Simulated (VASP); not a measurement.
A run of VASP 6.6.1:

File INCAR:

```
  ALGO = Normal
  EDIFF = 1E-6
  ENCUT = 500
  GGA = PS
  GGA_COMPAT = False
  ISIF = 2
  ISMEAR = 0
  LASPH = True
  LCHARG = False
  LREAL = False
  LWAVE = False
  NBANDS = 14
  NELM = 120
  PREC = Accurate
  SIGMA = 0.15
```

File KPOINTS:

```
k-points
0
Gamma
  24 24 14
```

File POSCAR:

```
TiAl
1.0
    2.8478212843      0.0000000000      0.0000000000
   -1.4239106421      2.4662855776      0.0000000000
    0.0000000000      0.0000000000      4.7007937738
Ti Al
1 1
Direct
    0.0000000000      0.0000000000      0.0000000000
    0.3333333333      0.6666666667      0.5000000000
```

Potentials or basis: VASP PAW PBE potentials, release 64 (Ti_sv, Al).

Launch:

```console
$ cat potpaw_PBE.64/Ti_sv/POTCAR potpaw_PBE.64/Al/POTCAR > POTCAR
$ mpirun -np 1 vasp_std > vasp.out
```

Hardware: 1 thread of Intel(R) Xeon(R) 6975P-C (Granite Rapids) (shared host).

**Question.** How long does it take, and how much memory?

**Answer.** Run time: 75 s on 1 thread of Intel(R) Xeon(R) 6975P-C (Granite Rapids), with other jobs on the host, peak memory 0.33 GiB. Counts: scf iterations 14, k points 488.
